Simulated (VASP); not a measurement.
# LiAl4O (P4/mmm) in VASP: notebook

Runs on LiAl4O. Level: PBE. Tasks: single point, relaxation of cell and atoms.

Everything below comes from runs of VASP 6.6.1. Logs are shortened: lines on timing, memory, paths and dates and some standing lists are left out, and cuts for length are marked.

### 1 The cell of the first run

Symmetry: P4/mmm, No. 123, tetragonal system. Conventional cell: a = 3.828 Å, b = 3.828 Å, c = 4.277 Å, α = 90.00°, β = 90.00°, γ = 90.00°. Li (site symmetry 4/mmm) has 4 Al at 1.43 Å within 1.9 Å. Within 1.3 Å of Al (site symmetry m2m) lie 1 Al at 0.97 Å. Within 2.8 Å of O (site symmetry 4/mmm) lie 2 Li at 2.14 Å and 8 Al at 2.57 Å.

The cell was generated, and may not be a known phase.

### 2 Single point, PBE

The input, INCAR:

```
  ALGO = Normal
  EDIFF = 1E-7
  ENCUT = 520
  GGA = PE
  ISIF = 2
  ISMEAR = 0
  LASPH = True
  LCHARG = False
  LREAL = False
  LWAVE = False
  NBANDS = 20
  NELM = 60
  PREC = Accurate
  SIGMA = 0.1
```

The input, KPOINTS:

```
k-points
0
Gamma
  4 4 4
```

The input, POSCAR:

```
LiAl4O
1.0
    3.8281716800      0.0000000000      0.0000000000
    0.0000000000      3.8281716800      0.0000000000
    0.0000000000      0.0000000000      4.2767245900
Li Al O
1 4 1
Direct
    0.5000000000      0.5000000000      0.0000000000
    0.1271652300      0.5000000000      0.0000000000
    0.8728347700      0.5000000000      0.0000000000
    0.5000000000      0.1271652300      0.0000000000
    0.5000000000      0.8728347700      0.0000000000
    0.5000000000      0.5000000000      0.5000000000
```

Potentials or basis: VASP PAW PBE potentials, release 64 (Li_sv, Al, O).

On the command line:

```console
$ cat potpaw_PBE.64/Li_sv/POTCAR potpaw_PBE.64/Al/POTCAR potpaw_PBE.64/O/POTCAR > POTCAR
$ mpirun -np 1 vasp_std > vasp.out
```

OUTCAR:

```text
EDIFF = 1E-7
   ENCUT = 520
   GGA = PE
   ISIF = 2
   ISMEAR = 0
   LASPH = True
   LREAL = False
   NELM = 60
   PREC = Accurate

 ion  position               nearest neighbor table
   1  0.500  0.500  0.000-   2 1.43   3 1.43   4 1.43   5 1.43   6 2.14   6 2.14   2 2.40   4 2.40
                             5 2.40   3 2.40
   2  0.127  0.500  0.000-   3 0.97   1 1.43   4 2.02   5 2.02   1 2.40   6 2.57   6 2.57   5 2.79
                             4 2.79   4 2.79   5 2.79   3 2.85
   3  0.873  0.500  0.000-   2 0.97   1 1.43   4 2.02   5 2.02   1 2.40   6 2.57   6 2.57   4 2.79
                             5 2.79   4 2.79   5 2.79   2 2.85
   4  0.500  0.127  0.000-   5 0.97   1 1.43   3 2.02   2 2.02   1 2.40   6 2.57   6 2.57   2 2.79
                             2 2.79   3 2.79   3 2.79   5 2.85
   5  0.500  0.873  0.000-   4 0.97   1 1.43   3 2.02   2 2.02   1 2.40   6 2.57   6 2.57   2 2.79
                             2 2.79   3 2.79   3 2.79   4 2.85
   6  0.500  0.500  0.500-   1 2.14   1 2.14   3 2.57   4 2.57   5 2.57   2 2.57   2 2.57   3 2.57
                             4 2.57   5 2.57

 -----------------------------------------------------------------------------
|                                                                             |
|           W    W    AA    RRRRR   N    N  II  N    N   GGGG   !!!           |
|           W    W   A  A   R    R  NN   N  II  NN   N  G    G  !!!           |
|           W    W  A    A  R    R  N N  N  II  N N  N  G       !!!           |
|           W WW W  AAAAAA  RRRRR   N  N N  II  N  N N  G  GGG   !            |
|           WW  WW  A    A  R   R   N   NN  II  N   NN  G    G                |
|           W    W  A    A  R    R  N    N  II  N    N   GGGG   !!!           |
|                                                                             |
|     The distance between some ions is very small. Please check the          |
|     nearest-neighbor list in the OUTCAR file.                               |
|     I HOPE YOU KNOW WHAT YOU ARE DOING!                                     |
|                                                                             |
 -----------------------------------------------------------------------------

  LATTYP: Found a simple tetragonal cell.
 ALAT       =     3.8281716800
 C/A-ratio  =     1.1171715763

  Lattice vectors:

 A1 = (   3.8281716800,   0.0000000000,   0.0000000000)
 A2 = (   0.0000000000,   3.8281716800,   0.0000000000)
 A3 = (   0.0000000000,   0.0000000000,   4.2767245900)

Analysis of symmetry for initial positions (statically):
=====================================================================
 Subroutine PRICEL returns:
 Original cell was already a primitive cell.

 Routine SETGRP: Setting up the symmetry group for a
 simple tetragonal supercell.

 Subroutine GETGRP returns: Found 16 space group operations
 (whereof 16 operations were pure point group operations)
 out of a pool of 16 trial point group operations.

The static configuration has the point symmetry D_4h.

Analysis of symmetry for dynamics (positions and initial velocities):
=====================================================================
 Subroutine PRICEL returns:
 Original cell was already a primitive cell.

 Routine SETGRP: Setting up the symmetry group for a
 simple tetragonal supercell.

 Subroutine GETGRP returns: Found 16 space group operations
 (whereof 16 operations were pure point group operations)
 out of a pool of 16 trial point group operations.

The dynamic configuration has the point symmetry D_4h.

 Subroutine INISYM returns: Found 16 space group operations
 (whereof 16 operations are pure point group operations),
 and found     1 'primitive' translations

----------------------------------------------------------------------------------------

                                     Primitive cell

  volume of cell :      62.6750

  direct lattice vectors                    reciprocal lattice vectors
     3.828171680  0.000000000  0.000000000     0.261221304  0.000000000  0.000000000
     0.000000000  3.828171680  0.000000000     0.000000000  0.261221304  0.000000000
     0.000000000  0.000000000  4.276724590     0.000000000  0.000000000  0.233823801

  length of vectors
     3.828171680  3.828171680  4.276724590     0.261221304  0.261221304  0.233823801

  position of ions in fractional coordinates (direct lattice)
     0.500000000  0.500000000  0.000000000
     0.127165230  0.500000000  0.000000000
     0.872834770  0.500000000  0.000000000
     0.500000000  0.127165230  0.000000000
     0.500000000  0.872834770  0.000000000
     0.500000000  0.500000000  0.500000000

  ion indices of the primitive-cell ions
   primitive index   ion index
                 1           1
                 2           2
                 3           3
                 4           4
                 5           5
                 6           6

----------------------------------------------------------------------------------------

 KPOINTS: k-points

Automatic generation of k-mesh.
 Grid dimensions read from file:
 generate k-points for:    4    4    4

 Generating k-lattice:

  Cartesian coordinates                     Fractional coordinates (reciprocal lattice)
     0.065305326  0.000000000  0.000000000     0.250000000  0.000000000  0.000000000
     0.000000000  0.065305326  0.000000000     0.000000000  0.250000000  0.000000000
     0.000000000  0.000000000  0.058455950     0.000000000  0.000000000  0.250000000

  Length of vectors
     0.065305326  0.065305326  0.058455950

  Shift w.r.t. Gamma in fractional coordinates (k-lattice)
     0.000000000  0.000000000  0.000000000

 Subroutine IBZKPT returns following result:
 ===========================================

 Found     18 irreducible k-points:

 Following reciprocal coordinates:
            Coordinates               Weight
  0.000000  0.000000  0.000000      1.000000
  0.250000  0.000000  0.000000      4.000000
  0.500000  0.000000  0.000000      2.000000
  0.250000  0.250000  0.000000      4.000000
  0.500000  0.250000  0.000000      4.000000
  0.500000  0.500000  0.000000      1.000000
[... 10 lines left out ...]
  0.500000  0.250000  0.500000      4.000000
  0.500000  0.500000  0.500000      1.000000
   k-points           NKPTS =     18   k-points in BZ     NKDIM =     18   number of bands    NBANDS=     20
   number of dos      NEDOS =    301   number of ions     NIONS =      6
   total plane-waves  NPLWV =  25088
   dimension x,y,z NGX =    28 NGY =   28 NGZ =   32
   dimension x,y,z NGXF=    56 NGYF=   56 NGZF=   64
   ions per type =               1   4   1
   NGX,Y,Z   is equivalent  to a cutoff of  12.16, 12.16, 12.44 a.u.
   NGXF,Y,Z  is equivalent  to a cutoff of  24.32, 24.32, 24.88 a.u.
 SYSTEM =  unknown system
   PREC   = accura    normal or accurate (medium, high low for compatibility)
   ISTART =      0    job   : 0-new  1-cont  2-samecut
   ICHARG =      2    charge: 1-file 2-atom 10-const
   ISPIN  =      1    spin polarized calculation?
   LNONCOLLINEAR =      F non collinear calculations
   LSORBIT =      F    spin-orbit coupling
   LASPH  =      T    aspherical Exc in radial PAW
   ENCUT  =  520.0 eV  38.22 Ry    6.18 a.u.   7.12  7.12  7.95*2*pi/ulx,y,z
   NELM   =     60;   NELMIN=  2; NELMDL= -5     # of ELM steps
   EDIFF  = 0.1E-06   stopping-criterion for ELM
   LREAL  =      F    real-space projection
   EDIFFG = 0.1E-05   stopping-criterion for IOM
   NSW    =      0    number of steps for IOM
   IBRION =     -1    ionic relax: 0-MD 1-quasi-New 2-CG
   NFREE  =      0    steps in history (QN), initial steepest desc. (CG)
   ISIF   =      2    stress and relaxation
   ISYM   =      2    0-nonsym 1-usesym 2-fastsym
   POTIM  = 0.5000    time-step for ionic-motion
   TEBEG  =    0.0;   TEEND  =   0.0 temperature during run
   PSTRESS=    0.0 pullay stress
   NELECT =      21.0000    total number of electrons
   NUPDOWN=      -1.0000    fix difference up-down
   EMIN   =  10.00;   EMAX   =-10.00  energy-range for DOS
   EFERMI =   0.00;   METHOD = LEGACY
   ISMEAR =     0;   SIGMA  =   0.10  broadening in eV -4-tet -1-fermi 0-gaus
   EFERMI_NEDOS =   21; number of points for ismear=-14 and -15
   IALGO  =     38    algorithm
   IMIX   =      4    mixing-type and parameters
     AMIX     =   0.40;   BMIX     =  1.00
     AMIX_MAG =   1.60;   BMIX_MAG =  1.00
  volume/ion in A,a.u.               =      10.45        70.49
  Fermi-wavevector in a.u.,A,eV,Ry     =   1.137060  2.148731 17.591034  1.292905
  Thomas-Fermi vector in A             =   2.273765
   LORBIT       =      0    0 simple, 1 ext, 2 COOP (PROOUT), +10 PAW based schemes
   GGA     = PE    functional components
   LHFCALC =     F    Hartree Fock is set to
   AEXX    =    0.0000 exact exchange contribution
   IVDW    =     0    specifies the selected vdW correction
   LEPSILON=     F    determine dielectric tensor
   LRPA    =     F    only Hartree local field effects (RPA)
 non-spin polarized calculation
 Gauss-broadening in eV      SIGMA  =   0.10
  energy-cutoff  :      520.00
  volume of cell :       62.67
 maximum number of plane-waves:      1704
   NGX = 15   NGY = 15   NGZ = 15

 number of electron      20.9999997 magnetization

 Free energy of the ion-electron system (eV)
  ---------------------------------------------------
  ext. energy  EPLUGINS =         0.00000000
  ---------------------------------------------------
  free energy    TOTEN  =        93.54654189 eV

  energy without entropy =       93.56196397  energy(sigma->0) =       93.55425293

 E-fermi :   8.6933     XC(G=0): -10.4339

 val. band max:        8.6630854968   @ k =   0.5000   0.2500   0.2500
 cond. band min:       8.7213496777   @ k =   0.5000   0.5000   0.2500
 fundamental gap:      0.0582641808
 Fermi energy:         8.6932908625

 k-point     1 :       0.0000    0.0000    0.0000
  band No.  band energies     occupation
      1     -45.8882      2.00000
      2      -9.0709      2.00000
      3      -1.9036      2.00000
      4       1.2079      2.00000
      5       2.4741      2.00000
      6       2.4741      2.00000
[... 12 lines left out ...]
     19      14.0534      0.00000
[... 375 lines left out ...]
      4       0.5843      2.00000
      5       1.5740      2.00000
      6       1.7271      2.00000
[... 12 lines left out ...]
     19      17.3965      0.00000
     20      20.4132      0.00000

------------------------ aborting loop because EDIFF is reached ----------------------------------------

  FORCE on cell =-STRESS in cart. coord.  units (eV):
  Direction    XX          YY          ZZ          XY          YZ          ZX
  --------------------------------------------------------------------------------------
  -------------------------------------------------------------------------------------
  Total      156.6441734    156.6441734     -3.8229847      0.0000000     -0.0000000     -0.0000000
  in kB     4004.3380312   4004.3380312    -97.7280077      0.0000000     -0.0000000     -0.0000000
  external PRESSURE =    2636.9826849 kB  Pullay stress =       0.0000000 kB

 VOLUME and BASIS-vectors are now :
 -----------------------------------------------------------------------------
  energy-cutoff  :      520.00
  volume of cell :       62.67
      direct lattice vectors                 reciprocal lattice vectors
     3.828171680  0.000000000  0.000000000     0.261221304  0.000000000  0.000000000
     0.000000000  3.828171680  0.000000000     0.000000000  0.261221304  0.000000000
     0.000000000  0.000000000  4.276724590     0.000000000  0.000000000  0.233823801

 POSITION                                       TOTAL-FORCE (eV/Angst)
 -----------------------------------------------------------------------------------
      1.91409      1.91409      0.00000        -0.000000     -0.000000      0.000000
      0.48681      1.91409      0.00000        72.915404     -0.000000     -0.000000
      3.34136      1.91409      0.00000       -72.915404     -0.000000      0.000000
      1.91409      0.48681      0.00000         0.000000     72.915404     -0.000000
      1.91409      3.34136      0.00000        -0.000000    -72.915404      0.000000
      1.91409      1.91409      2.13836        -0.000000     -0.000000      0.000000
 -----------------------------------------------------------------------------------
    total drift:                                0.000000      0.000000     -0.000000

  FREE ENERGIE OF THE ION-ELECTRON SYSTEM (eV)
  ---------------------------------------------------
  free  energy   TOTEN  =        93.5465418908 eV

  energy  without entropy=       93.5619639687  energy(sigma->0) =       93.55425293
```

Wall time 11 s (1 thread of Intel Xeon 6975P-C (Granite Rapids), shared host); peak memory 0.16 GiB.

Results:

```yaml
Free_energy: 93.5465 eV
Largest_force: 72.915 eV/Å
Band_gap_on_the_k_mesh: zero (an odd number of electrons rules out a gap without spin polarisation)
```

Forces on the atoms (eV/Å):
```
Li    0.000   0.000   0.000
Al   72.915   0.000   0.000
Al  -72.915   0.000   0.000
Al    0.000  72.915   0.000
Al    0.000 -72.915   0.000
O     0.000   0.000   0.000
```

Levels at points of the mesh, in eV from the Fermi level:
```csv
k point,band 7,band 8,band 9,band 10,band 11,band 12,band 13,band 14
"(0.00, 0.00, 0.00)",-1.76,-1.76,-1.58,-0.67,1.30,1.75,1.88,1.95
"(0.50, 0.00, 0.00)",-2.93,-2.91,-2.35,-1.35,0.27,0.30,1.94,2.24
"(0.50, 0.50, 0.00)",-4.23,-2.14,-2.14,-1.48,-1.48,1.96,2.19,2.19
"(0.00, 0.00, 0.50)",-3.85,-3.00,-3.00,-0.94,0.31,1.90,1.90,1.96
"(0.50, 0.00, 0.50)",-3.20,-2.82,-2.81,-2.70,-0.18,0.20,2.13,2.53
"(0.50, 0.50, 0.50)",-4.74,-4.74,-1.01,-0.27,0.60,0.71,0.71,2.51
```

Caveat: the k points lie up to 0.41 Å⁻¹ apart, too coarse for converged energies and pressures of a metal; the cutoff is under 1.25 times the usual one of these potentials, so pressure, stress and relaxed cells hold a basis-set (Pulay) error; atoms lie so close that the PAW spheres overlap strongly, which falsifies energies and pressures; an odd number of electrons without spin polarisation forces a metal; a magnetic or distorted state may lie lower.

### 3 Single point, PBE

This run uses another cell than the first one, of 29.52 Å³/atom.

The input, INCAR:

```
  PREC = Accurate
  ENCUT = 520
  EDIFF = 1E-6
  ISMEAR = 0
  SIGMA = 0.1
  LREAL = False
  LASPH = True
  NELM = 60
  ALGO = Normal
  ISIF = 2
  LWAVE = False
  LCHARG = True
  GGA = PE
  LELF = True
  LVHAR = True
  NBANDS = 20
```

The input, KPOINTS:

```
regular mesh
0
Gamma
  6 6 12
```

The input, POSCAR:

```
LiAl4O
1.0
    7.4699621025      0.0000000000      0.0000000000
    0.0000000000      7.4699621025      0.0000000000
    0.0000000000      0.0000000000      3.1740741629
Li Al O
1 4 1
Direct
    0.5000000000      0.5000000000      0.0000000000
    0.1792246814      0.5000000000      0.0000000000
    0.8207753186      0.5000000000      0.0000000000
    0.5000000000      0.1792246814      0.0000000000
    0.5000000000      0.8207753186      0.0000000000
    0.5000000000      0.5000000000      0.5000000000
```

Potentials or basis: VASP PAW PBE potentials, release 64 (Li_sv, Al, O).

On the command line:

```console
$ cat potpaw_PBE.64/Li_sv/POTCAR potpaw_PBE.64/Al/POTCAR potpaw_PBE.64/O/POTCAR > POTCAR
$ mpirun -np 1 vasp_std > vasp.out
```

Run time: 86 s. Hardware: 1 thread of Intel Xeon 6975P-C (Granite Rapids), shared host; peak memory 0.4 GiB.

Results (log left out):

```yaml
Free_energy: -18.4625 eV
Band_gap_on_the_k_mesh: zero (an odd number of electrons rules out a gap without spin polarisation)
```

Levels at points of the mesh, in eV from the Fermi level:
```csv
k point,band 7,band 8,band 9,band 10,band 11,band 12,band 13,band 14,band 15,band 16
"(0.00, 0.00, 0.00)",-3.89,-1.42,-1.42,-1.22,-0.41,0.12,0.12,2.03,3.12,4.78
"(0.50, 0.00, 0.00)",-3.85,-3.79,-1.34,-1.24,-0.49,0.41,1.88,2.19,2.67,4.69
"(0.50, 0.50, 0.00)",-3.78,-3.78,-2.49,-1.79,0.73,0.73,1.24,3.14,3.14,3.68
"(0.00, 0.00, 0.50)",-2.68,-2.06,-2.06,-1.99,-1.24,1.38,1.38,1.45,1.82,2.55
"(0.50, 0.00, 0.50)",-2.90,-2.02,-1.72,-0.88,-0.29,0.20,0.54,1.07,1.40,2.65
"(0.50, 0.50, 0.50)",-3.53,-0.87,-0.87,-0.74,-0.28,0.31,0.31,0.60,0.80,1.27
```

Caveat: the cutoff is under 1.25 times the usual one of these potentials, so pressure, stress and relaxed cells hold a basis-set (Pulay) error; an odd number of electrons without spin polarisation forces a metal; a magnetic or distorted state may lie lower.

(Part 1 of 2 ends here.)

The gap in the log of VASP goes by the Fermi energy; the results here count the filled bands.